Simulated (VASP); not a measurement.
A run of VASP 6.6.1:

The input INCAR:

```
SYSTEM = HW18S36
PREC = Accurate
ENCUT = 400
EDIFF = 1E-6
ISMEAR = -1
SIGMA = 0.01
LREAL = Auto
LASPH = .True.
NELM = 200
ALGO = Normal
ISIF = 2
LWAVE = .False.
LCHARG = .False.
ISPIN = 2
MAGMOM = 0 0.02 0 0.11 0.01 0.01 0.01 0.01 0 -0.01 0.01 0.01 0 0.11 0 0.04 0 -0.01 0.01 0 0 0 0.01 0 0 0 0.01 0 0 0 0.01 0 0 0 0 0 0.02 0 0.01 0.01 0.01 0 0.01 0 0 0 0 0 0.01 0 0 0 0.02 0 0.26
LORBIT = 11
NUPDOWN = 1.0
LMAXMIX = 4
GGA = PE
NBANDS = 272
GGA_COMPAT = .False.
```

KPOINTS

```
regular mesh
0
Gamma
  1 1 1
  0 0 0
```

POSCAR

```
HW18S36
1.0
    9.3812494600     -0.0000000900      0.0000000000
   -4.6906246600      8.1244004000      0.0000000000
    0.0000000000      0.0000000000     12.1647637100
W S H
18 36 1
Direct
    0.1103659355      0.2205075971      0.2507469173
    0.2210499259      0.1095652573      0.7495873506
    0.1103901850      0.5539669130      0.2507769220
    0.2209939853      0.4426772245      0.7489006953
    0.1110443506      0.8877077267      0.2510799283
    0.2217586938      0.7767037208      0.7501285037
    0.4437813381      0.2207431874      0.2504673393
    0.5553339465      0.1095545525      0.7495978728
    0.4435842910      0.5538810027      0.2507816899
    0.5549036937      0.4429942978      0.7500198292
    0.4434814244      0.8877039147      0.2510796817
    0.5555178425      0.7762960636      0.7515048560
    0.7769558835      0.2205013271      0.2507300654
    0.8899787199      0.1131135881      0.7434317851
    0.7771102719      0.5538776831      0.2507668108
    0.8884975272      0.4426815399      0.7488686354
    0.7770478850      0.8872737328      0.2508767184
    0.8875955966      0.7762860974      0.7514614519
    0.1135299099      0.2225452860      0.6177934220
    0.2214354589      0.1095577490      0.1214144422
    0.1072831832      0.2191580821      0.8768159624
    0.2220288059      0.1098319846      0.3799176137
    0.1110728929      0.5553078120      0.6200834788
    0.2213615583      0.4426951951      0.1216566170
    0.1101000578      0.5534167186      0.8785284494
    0.2213229259      0.4427072575      0.3799345479
    0.1101050758      0.8871554398      0.6210926229
    0.2214997261      0.7761778974      0.1217413700
    0.1115481817      0.8882806921      0.8794022847
    0.2215179826      0.7762220853      0.3802205378
    0.4438965298      0.2209614189      0.6207002602
    0.5549272577      0.1095493829      0.1214074548
    0.4435527959      0.2202856767      0.8786828298
    0.5546239469      0.1098343270      0.3799139967
    0.4450477663      0.5556198387      0.6211448229
    0.5550568802      0.4433166600      0.1214108252
    0.4415676057      0.5521997709      0.8786139423
    0.5548379502      0.4428538566      0.3796621217
    0.4438686802      0.8871444888      0.6211019943
    0.5540917262      0.7760903869      0.1223468894
    0.4435349759      0.8882789726      0.8794237402
    0.5547317188      0.7762255354      0.3798650849
    0.7758330030      0.2225230147      0.6177865168
    0.8881240067      0.1094265467      0.1217047067
    0.7787150528      0.2191753216      0.8767976308
    0.8881601360      0.1095083989      0.3800125601
    0.7773656771      0.5556122111      0.6211159690
    0.8881478851      0.4426917561      0.1216406693
    0.7774667053      0.5522104831      0.8785853351
    0.8881887313      0.4427016029      0.3799199154
    0.7763175677      0.8858275953      0.6211295328
    0.8888097164      0.7760863288      0.1223309417
    0.7720411402      0.8772382845      0.8865125749
    0.8883137394      0.7762193847      0.3798509457
    0.7063279294      0.7457093158     -0.0321817184
```

Potentials or basis: VASP PAW PBE potentials, release 64 (W_sv, S, H).

Run with:

```sh
$ cat potpaw_PBE.64/W_sv/POTCAR potpaw_PBE.64/S/POTCAR potpaw_PBE.64/H/POTCAR > POTCAR
$ mpirun -np 1 vasp_gam > vasp.out
```

Hardware: 1 thread of Intel Xeon 8259CL (shared host).

Q: Estimate the wall time of this run.

A: Wall time 15 min on 1 thread of Intel Xeon 8259CL, with other jobs on the host, peak memory 0.98 GiB. Counts: scf iterations 17, k points 1.
